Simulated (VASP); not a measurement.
# Cu5Mo (P-3m1) in VASP: notebook

Runs on Cu5Mo. Level: PBE. Tasks: single point.

Program: VASP 6.6.1. These are calculated values, not measurements. Logs are shortened: lines on timing, memory, paths and dates and some standing lists are left out, and cuts for length are marked.

## 1. The cell of the first run

Symmetry: P-3m1, No. 164, trigonal system. Conventional cell: a = 2.630 Å, b = 2.630 Å, c = 12.873 Å, α = 90.00°, β = 90.00°, γ = 120.00°. Within 3.4 Å of Cu (site symmetry 3m) lie 9 Cu at 2.57 to 2.63 Å and 3 Mo at 2.74 Å. Within 3.4 Å of Cu (site symmetry 3m) lie 12 Cu at 2.57 to 2.63 Å. Within 3.4 Å of Cu (site symmetry -3m) lie 12 Cu at 2.57 to 2.63 Å. Mo (site symmetry -3m) has 6 Mo at 2.63 Å and 6 Cu at 2.74 Å within 3.5 Å.

## 2. Single point, PBE, collinear spin, ferromagnetic start

Contents of INCAR:

```
SYSTEM = Cu5Mo
PREC = Accurate
ENCUT = 520
EDIFF = 1E-6
ISMEAR = 0
SIGMA = 0.1
LREAL = .False.
LASPH = .True.
NELM = 150
ALGO = Fast
ISIF = 2
LWAVE = .False.
LCHARG = .False.
ISPIN = 2
MAGMOM = 0 0 0 0 0 1
LORBIT = 11
LMAXMIX = 4
GGA = PE
NBANDS = 48
```

Contents of KPOINTS:

```
regular mesh
0
Gamma
  6 6 2
  0 0 0
```

Contents of POSCAR:

```
Cu5Mo
1.0
    2.6296861574      0.0000000000      0.0000000000
   -1.3148430787      2.2773750163      0.0000000000
    0.0000000000      0.0000000000     12.8730026696
Cu Mo
5 1
Direct
    0.6666666667      0.3333333333      0.8224886034
    0.3333333333      0.6666666667      0.6610415831
    0.3333333333      0.6666666667      0.1775113966
    0.6666666667      0.3333333333      0.3389584169
    0.0000000000      0.0000000000      0.5000000000
    0.0000000000      0.0000000000      0.0000000000
```

Potentials or basis: VASP PAW PBE potentials, release 64 (Cu, Mo_sv).

The run is started by

```
> cat potpaw_PBE.64/Cu/POTCAR potpaw_PBE.64/Mo_sv/POTCAR > POTCAR
> mpirun -np 1 vasp_std > vasp.out
```

OUTCAR:

```text
SYSTEM = Cu5Mo
   PREC = Accurate
   ENCUT = 520
   EDIFF = 1E-6
   ISMEAR = 0
   LREAL = .False.
   LASPH = .True.
   NELM = 150
   ISIF = 2
   ISPIN = 2
   LORBIT = 11
   GGA = PE

 ion  position               nearest neighbor table
   1  0.667  0.333  0.822-   2 2.57   2 2.57   2 2.57   6 2.74   6 2.74   6 2.74
   2  0.333  0.667  0.661-   5 2.57   5 2.57   5 2.57   1 2.57   1 2.57   1 2.57
   3  0.333  0.667  0.178-   4 2.57   4 2.57   4 2.57   6 2.74   6 2.74   6 2.74
   4  0.667  0.333  0.339-   5 2.57   5 2.57   5 2.57   3 2.57   3 2.57   3 2.57
   5  0.000  0.000  0.500-   2 2.57   4 2.57   4 2.57   2 2.57   4 2.57   2 2.57
   6  0.000  0.000  0.000-   1 2.74   3 2.74   1 2.74   3 2.74   1 2.74   3 2.74

  LATTYP: Found a hexagonal cell.
 ALAT       =     2.6296861574
 C/A-ratio  =     4.8952619815

  Lattice vectors:

 A1 = (   2.6296861574,   0.0000000000,   0.0000000000)
 A2 = (  -1.3148430787,   2.2773750163,   0.0000000000)
 A3 = (   0.0000000000,   0.0000000000,  12.8730026696)

Analysis of symmetry for initial positions (statically):
=====================================================================
 Subroutine PRICEL returns:
 Original cell was already a primitive cell.

 Routine SETGRP: Setting up the symmetry group for a
 hexagonal supercell.

 Subroutine GETGRP returns: Found 12 space group operations
 (whereof 12 operations were pure point group operations)
 out of a pool of 24 trial point group operations.

The static configuration has the point symmetry D_3d.

Analysis of symmetry for dynamics (positions and initial velocities):
=====================================================================
 Subroutine PRICEL returns:
 Original cell was already a primitive cell.

 Routine SETGRP: Setting up the symmetry group for a
 hexagonal supercell.

 Subroutine GETGRP returns: Found 12 space group operations
 (whereof 12 operations were pure point group operations)
 out of a pool of 24 trial point group operations.

The dynamic configuration has the point symmetry D_3d.

Analysis of structural, dynamic, and magnetic symmetry:
=====================================================================
 Subroutine PRICEL returns:
 Original cell was already a primitive cell.

 Routine SETGRP: Setting up the symmetry group for a
 hexagonal supercell.

 Subroutine GETGRP returns: Found 12 space group operations
 (whereof 12 operations were pure point group operations)
 out of a pool of 24 trial point group operations.

The overall configuration has the point symmetry D_3d.

 Subroutine INISYM returns: Found 12 space group operations
 (whereof 12 operations are pure point group operations),
 and found     1 'primitive' translations

----------------------------------------------------------------------------------------

                                     Primitive cell

  volume of cell :      77.0936

  direct lattice vectors                    reciprocal lattice vectors
     2.629686157  0.000000000  0.000000000     0.380273516  0.219551017  0.000000000
    -1.314843079  2.277375016  0.000000000     0.000000000  0.439102033  0.000000000
     0.000000000  0.000000000 12.873002670     0.000000000  0.000000000  0.077681954

  length of vectors
     2.629686157  2.629686157 12.873002670     0.439102033  0.439102033  0.077681954

  position of ions in fractional coordinates (direct lattice)
     0.666666667  0.333333333  0.822488603
     0.333333333  0.666666667  0.661041583
     0.333333333  0.666666667  0.177511397
     0.666666667  0.333333333  0.338958417
     0.000000000  0.000000000  0.500000000
     0.000000000  0.000000000  0.000000000

  ion indices of the primitive-cell ions
   primitive index   ion index
                 1           1
                 2           2
                 3           3
                 4           4
                 5           5
                 6           6

----------------------------------------------------------------------------------------

 KPOINTS: regular mesh

Automatic generation of k-mesh.
 Grid dimensions read from file:
 generate k-points for:    6    6    2

 Generating k-lattice:

  Cartesian coordinates                     Fractional coordinates (reciprocal lattice)
     0.063378919  0.036591836  0.000000000     0.166666667 -0.000000000  0.000000000
     0.000000000  0.073183672  0.000000000     0.000000000  0.166666667  0.000000000
     0.000000000  0.000000000  0.038840977     0.000000000  0.000000000  0.500000000

  Length of vectors
     0.073183672  0.073183672  0.038840977

  Shift w.r.t. Gamma in fractional coordinates (k-lattice)
     0.000000000  0.000000000  0.000000000

 Subroutine IBZKPT returns following result:
 ===========================================

 Found     14 irreducible k-points:

 Following reciprocal coordinates:
            Coordinates               Weight
  0.000000  0.000000  0.000000      1.000000
  0.166667 -0.000000  0.000000      6.000000
  0.333333  0.000000  0.000000      6.000000
  0.500000  0.000000  0.000000      3.000000
  0.166667  0.166667  0.000000      6.000000
  0.333333  0.166667  0.000000     12.000000
  0.333333  0.333333  0.000000      2.000000
  0.000000  0.000000  0.500000      1.000000
  0.166667 -0.000000  0.500000      6.000000
  0.333333  0.000000  0.500000      6.000000
  0.500000  0.000000  0.500000      3.000000
  0.166667  0.166667  0.500000      6.000000
  0.333333  0.166667  0.500000     12.000000
  0.333333  0.333333  0.500000      2.000000
   k-points           NKPTS =     14   k-points in BZ     NKDIM =     14   number of bands    NBANDS=     48
   number of dos      NEDOS =    301   number of ions     NIONS =      6
   total plane-waves  NPLWV =  38400
   dimension x,y,z NGX =    20 NGY =   20 NGZ =   96
   dimension x,y,z NGXF=    40 NGYF=   40 NGZF=  192
   ions per type =               5   1
   NGX,Y,Z   is equivalent  to a cutoff of  12.64, 12.64, 12.40 a.u.
   NGXF,Y,Z  is equivalent  to a cutoff of  25.29, 25.29, 24.80 a.u.
 SYSTEM =  Cu5Mo
   PREC   = accura    normal or accurate (medium, high low for compatibility)
   ISTART =      0    job   : 0-new  1-cont  2-samecut
   ICHARG =      2    charge: 1-file 2-atom 10-const
   ISPIN  =      2    spin polarized calculation?
   LNONCOLLINEAR =      F non collinear calculations
   LSORBIT =      F    spin-orbit coupling
   LASPH  =      T    aspherical Exc in radial PAW
   ENCUT  =  520.0 eV  38.22 Ry    6.18 a.u.   4.89  4.89 23.94*2*pi/ulx,y,z
   NELM   =    150;   NELMIN=  2; NELMDL= -5     # of ELM steps
   EDIFF  = 0.1E-05   stopping-criterion for ELM
   LREAL  =      F    real-space projection
   EDIFFG = 0.1E-04   stopping-criterion for IOM
   NSW    =      0    number of steps for IOM
   IBRION =     -1    ionic relax: 0-MD 1-quasi-New 2-CG
   NFREE  =      0    steps in history (QN), initial steepest desc. (CG)
   ISIF   =      2    stress and relaxation
   ISYM   =      2    0-nonsym 1-usesym 2-fastsym
   POTIM  = 0.5000    time-step for ionic-motion
   TEBEG  =    0.0;   TEEND  =   0.0 temperature during run
   PSTRESS=    0.0 pullay stress
   NELECT =      69.0000    total number of electrons
   NUPDOWN=      -1.0000    fix difference up-down
   EMIN   =  10.00;   EMAX   =-10.00  energy-range for DOS
   EFERMI =   0.00;   METHOD = LEGACY
   ISMEAR =     0;   SIGMA  =   0.10  broadening in eV -4-tet -1-fermi 0-gaus
   EFERMI_NEDOS =   21; number of points for ismear=-14 and -15
   IALGO  =     68    algorithm
   IMIX   =      4    mixing-type and parameters
     AMIX     =   0.40;   BMIX     =  1.00
     AMIX_MAG =   1.60;   BMIX_MAG =  1.00
  volume/ion in A,a.u.               =      12.85        86.71
  Fermi-wavevector in a.u.,A,eV,Ry     =   1.577678  2.981379 33.865832  2.489068
  Thomas-Fermi vector in A             =   2.678324
   LORBIT       =     11    0 simple, 1 ext, 2 COOP (PROOUT), +10 PAW based schemes
   GGA     = PE    functional components
   LHFCALC =     F    Hartree Fock is set to
   AEXX    =    0.0000 exact exchange contribution
   IVDW    =     0    specifies the selected vdW correction
   LEPSILON=     F    determine dielectric tensor
   LRPA    =     F    only Hartree local field effects (RPA)
 spin polarized calculation
 RMM-DIIS sequential band-by-band and
 Gauss-broadening in eV      SIGMA  =   0.10
  energy-cutoff  :      520.00
  volume of cell :       77.09
 maximum number of plane-waves:      2121
 NGX is ok and might be reduce to    20

 number of electron      69.0000028 magnetization       0.0001856

 Free energy of the ion-electron system (eV)
  ---------------------------------------------------
  ext. energy  EPLUGINS =         0.00000000
  ---------------------------------------------------
  free energy    TOTEN  =       -28.65099906 eV

  energy without entropy =      -28.63608754  energy(sigma->0) =      -28.64354330

 E-fermi :   8.2168     XC(G=0): -12.6670

 val. band max:        8.0991502773   @ k =   0.3333   0.1667   0.0000
 cond. band min:       8.2307802146   @ k =   0.3333   0.1667   0.5000
 fundamental gap:      0.1316299373
 Fermi energy:         8.2168449157

 spin component 1

 k-point     1 :       0.0000    0.0000    0.0000
  band No.  band energies     occupation
      1     -53.1565      1.00000
      2     -27.2528      1.00000
      3     -26.1862      1.00000
      4     -26.1862      1.00000
      5      -0.5870      1.00000
      6       0.3015      1.00000
[... 38 lines left out ...]
     45      23.0678      0.00000
     46      26.1361      0.00000

 k-point     2 :       0.1667   -0.0000    0.0000
  band No.  band energies     occupation
      1     -53.0726      1.00000
      2     -27.1748      1.00000
      3     -26.6851      1.00000
      4     -26.2982      1.00000
      5       0.2524      1.00000
      6       1.0610      1.00000
[... 580 lines left out ...]
 k-point    14 :       0.3333    0.3333    0.5000
  band No.  band energies     occupation
      1     -52.7684      1.00000
      2     -27.5179      1.00000
      3     -27.5179      1.00000
      4     -26.8947      1.00000
      5       4.1642      1.00000
      6       4.1642      1.00000
[... 38 lines left out ...]
     45      15.5123      0.00000
     46      15.5123      0.00000
 Fermi energy:         8.2168449157

 spin component 2

 k-point     1 :       0.0000    0.0000    0.0000
  band No.  band energies     occupation
      1     -53.1561      1.00000
      2     -27.2523      1.00000
      3     -26.1859      1.00000
      4     -26.1859      1.00000
      5      -0.5873      1.00000
      6       0.3014      1.00000
[... 38 lines left out ...]
     45      23.0678      0.00000
     46      26.1360      0.00000

 k-point     2 :       0.1667   -0.0000    0.0000
  band No.  band energies     occupation
      1     -53.0722      1.00000
      2     -27.1743      1.00000
      3     -26.6847      1.00000
      4     -26.2978      1.00000
      5       0.2522      1.00000
      6       1.0609      1.00000
[... 580 lines left out ...]
 k-point    14 :       0.3333    0.3333    0.5000
  band No.  band energies     occupation
      1     -52.7680      1.00000
      2     -27.5175      1.00000
      3     -27.5175      1.00000
      4     -26.8942      1.00000
      5       4.1645      1.00000
      6       4.1645      1.00000
[... 38 lines left out ...]
     45      15.5123      0.00000
     46      15.5123      0.00000
 [bands above 46 left out]

------------------------ aborting loop because EDIFF is reached ----------------------------------------

  FORCE on cell =-STRESS in cart. coord.  units (eV):
  Direction    XX          YY          ZZ          XY          YZ          ZX
  --------------------------------------------------------------------------------------
  -------------------------------------------------------------------------------------
  Total        0.7626356      0.7626356     -1.2764904     -0.0000000      0.0000000      0.0000000
  in kB       15.8492718     15.8492718    -26.5283242     -0.0000000      0.0000000      0.0000000
  external PRESSURE =       1.7234065 kB  Pullay stress =       0.0000000 kB

 VOLUME and BASIS-vectors are now :
 -----------------------------------------------------------------------------
  energy-cutoff  :      520.00
  volume of cell :       77.09
      direct lattice vectors                 reciprocal lattice vectors
     2.629686157  0.000000000  0.000000000     0.380273516  0.219551017  0.000000000
    -1.314843079  2.277375016  0.000000000     0.000000000  0.439102033  0.000000000
     0.000000000  0.000000000 12.873002670     0.000000000  0.000000000  0.077681954

 POSITION                                       TOTAL-FORCE (eV/Angst)
 -----------------------------------------------------------------------------------
      1.31484      0.75913     10.58790         0.000000      0.000000     -0.022931
     -0.00000      1.51825      8.50959        -0.000000      0.000000     -0.041452
     -0.00000      1.51825      2.28510         0.000000      0.000000      0.022931
      1.31484      0.75913      4.36341         0.000000     -0.000000      0.041452
      0.00000      0.00000      6.43650        -0.000000      0.000000     -0.000000
      0.00000      0.00000      0.00000        -0.000000      0.000000     -0.000000
 -----------------------------------------------------------------------------------
    total drift:                                0.000000     -0.000000      0.000000

  FREE ENERGIE OF THE ION-ELECTRON SYSTEM (eV)
  ---------------------------------------------------
  free  energy   TOTEN  =       -28.6509990642 eV

  energy  without entropy=      -28.6360875369  energy(sigma->0) =      -28.64354330

 total charge

# of ion       s       p       d       tot
------------------------------------------
    1        0.443   0.391   9.143   9.978
    2        0.437   0.346   9.171   9.953
    3        0.443   0.391   9.143   9.978
    4        0.437   0.346   9.171   9.953
    5        0.437   0.345   9.170   9.952
    6        2.397   6.168   4.053  12.618
--------------------------------------------------
tot          4.594   7.987  49.850  62.432

 magnetization (x)

# of ion       s       p       d       tot
------------------------------------------
    1        0.000   0.000   0.000   0.000
    2       -0.000  -0.000   0.000  -0.000
    3        0.000   0.000   0.000   0.000
    4       -0.000  -0.000   0.000  -0.000
    5       -0.000  -0.000   0.000  -0.000
    6        0.000   0.000   0.001   0.001
--------------------------------------------------
tot          0.000   0.000   0.001   0.001
```

Run time: 86 s. Hardware: 1 thread of Intel Xeon 6975P-C (Granite Rapids), shared host; peak memory 0.25 GiB.

Results:

```
Free energy                                           : -28.6510 eV
Pressure                                              : 0.2 GPa
Largest force                                         : 0.041 eV/Å
Net moment                                            : 0.00 μB per cell
Valence electrons inside the program's atomic spheres : Cu 9.98, 9.95; Mo 12.62
```

Forces on the atoms (eV/Å):
```
Cu   0.000  0.000 -0.023
Cu   0.000  0.000 -0.041
Cu   0.000  0.000  0.023
Cu   0.000  0.000  0.041
Cu   0.000  0.000  0.000
Mo   0.000  0.000  0.000
```

Caveat: the k points lie up to 0.46 Å⁻¹ apart.

## 3. Single point, PBE, collinear spin, ferromagnetic start

This run uses another cell than the first one: it holds 12 atoms, not 6.

Contents of INCAR:

```
PREC = Accurate ; ENCUT = 520
EDIFF = 1E-7 ; ISMEAR = 0
SIGMA = 0.1 ; LREAL = False
LASPH = True ; NELM = 150
ALGO = Fast ; ISIF = 2
LWAVE = False ; LCHARG = True
ISPIN = 2 ; MAGMOM = 0 0 0 0 0 0 0 0 0 0 1 1
LORBIT = 11 ; LMAXMIX = 4
GGA = PE ; LELF = True
LVHAR = True ; NBANDS = 85
```

Contents of KPOINTS:

```
Automatic mesh
0
Gamma
  6 6 1
```

Contents of POSCAR:

```
Cu5Mo
1.0
    2.6347040117      0.0000000000      0.0000000000
   -1.3173520059      2.2817206056      0.0000000000
    0.0000000000      0.0000000000     25.6982898552
Cu Mo
10 2
Direct
    0.0000000000      0.0000000000      0.1370668421
    0.6666666667      0.3333333333      0.2179540868
    0.0000000000      0.0000000000      0.8629331579
    0.3333333333      0.6666666667      0.7820459132
    0.0000000000      0.0000000000      0.3792139860
    0.6666666667      0.3333333333      0.4597414938
    0.3333333333      0.6666666667      0.2987027979
    0.6666666667      0.3333333333      0.7012972021
    0.0000000000      0.0000000000      0.6207860140
    0.3333333333      0.6666666667      0.5402585062
    0.3333333333      0.6666666667      0.0478569137
    0.6666666667      0.3333333333      0.9521430863
```

Potentials or basis: VASP PAW PBE potentials, release 64 (Cu, Mo_sv).

The run is started by

```
> cat potpaw_PBE.64/Cu/POTCAR potpaw_PBE.64/Mo_sv/POTCAR > POTCAR
> mpirun -np 1 vasp_std > vasp.out
```

Wall time 9.4 min (1 thread of Intel Xeon 6975P-C (Granite Rapids), shared host); peak memory 0.37 GiB.

The run converged. Its results:

- Free energy: -57.5781 eV
- Pressure: 0.9 GPa
- Largest force: 0.211 eV/Å
- Band gap on the k mesh: zero (filled and empty bands overlap)
- Net moment: 0.00 μB per cell
- Valence electrons inside the program's atomic spheres: Cu 9.97, 9.95; Mo 12.65

Forces on the atoms (eV/Å):
```
Cu   0.000  0.000  0.051
Cu   0.000  0.000  0.054
Cu   0.000  0.000 -0.051
Cu   0.000  0.000 -0.054
Cu   0.000  0.000 -0.004
Cu   0.000  0.000  0.008
Cu   0.000  0.000 -0.008
Cu   0.000  0.000  0.008
Cu   0.000  0.000  0.004
Cu   0.000  0.000 -0.008
Mo   0.000  0.000  0.211
Mo   0.000  0.000 -0.211
```

Stress tensor (GPa, compression positive):
```
 2.41  0.00  0.00
 0.00  2.41  0.00
 0.00  0.00 -2.20
```

Levels at points of the mesh, in eV from the Fermi level:
Spin up:
```tsv
k point	band 66	band 67	band 68	band 69	band 70	band 71	band 72	band 73
(0.00, 0.00, 0.00)	-1.63	-1.63	-1.54	-1.54	-1.40	-1.33	-0.85	-0.85
(0.50, 0.00, 0.00)	0.08	0.48	0.56	0.71	0.91	1.12	1.15	1.35
```
Spin down:
```
           k point  band 65  band 66  band 67  band 68  band 69  band 70  band 71  band 72  band 73  band 74
(0.00, 0.00, 0.00)    -1.76    -1.63    -1.63    -1.54    -1.54    -1.40    -1.33    -0.85    -0.85    -0.64
(0.50, 0.00, 0.00)    -0.06     0.08     0.48     0.56     0.71     0.91     1.12     1.15     1.35     1.51
```

Caveat: the k points lie up to 0.46 Å⁻¹ apart.
